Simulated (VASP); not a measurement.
A run of VASP 6.6.1 is set up as follows.

File INCAR:

```
PREC = Accurate
ENCUT = 520
EDIFF = 1E-7
ISMEAR = 0
SIGMA = 0.1
LREAL = F
LASPH = T
NELM = 60
ALGO = Normal
ISIF = 2
LWAVE = F
LCHARG = F
GGA = PE
NBANDS = 29
```

The input KPOINTS:

```
Automatic mesh
0
Gamma
  4 4 4
```

POSCAR

```
HfSeS4
1.0
    4.0898748800      0.0000000000      0.0000000000
    0.0000000000      4.0898748800      0.0000000000
    0.0000000000      0.0000000000      6.8881479900
Hf Se S
1 1 4
Direct
    0.5000000000      0.5000000000      0.5000000000
    0.0000000000      0.0000000000      0.0000000000
    0.0000000000      0.0000000000      0.6038380300
    0.5000000000      0.5000000000      0.1051980000
    0.5000000000      0.5000000000      0.8948020000
    0.0000000000      0.0000000000      0.3961619700
```

Potentials or basis: VASP PAW PBE potentials, release 64 (Hf_pv, Se, S).

The run is started by

```bash
$ cat potpaw_PBE.64/Hf_pv/POTCAR potpaw_PBE.64/Se/POTCAR potpaw_PBE.64/S/POTCAR > POTCAR
$ mpirun -np 1 vasp_std > vasp.out
```

Task: What does it give for the largest force?

Result: 51.556 eV/Å.

Task: Estimate the band gap on the k mesh.

Result: Zero (bands 20 and 21 overlap by 0.86 eV).

Task: Estimate the pressure.

Result: 60.5 GPa.

Forces on the atoms (eV/Å):
```
Hf    0.000   0.000   0.000
Se    0.000   0.000   0.000
S     0.000   0.000  51.556
S     0.000   0.000  43.041
S     0.000   0.000 -43.041
S     0.000   0.000 -51.556
```

Caveat: the k points lie up to 0.38 Å⁻¹ apart, too coarse for converged energies and pressures of a metal; atoms lie so close that the PAW spheres overlap strongly, which falsifies energies and pressures; spin-orbit coupling is left out, which moves the levels of the heavy elements; forces of over 1 eV/Å act on the atoms, so gaps and moduli don't describe the material at rest.
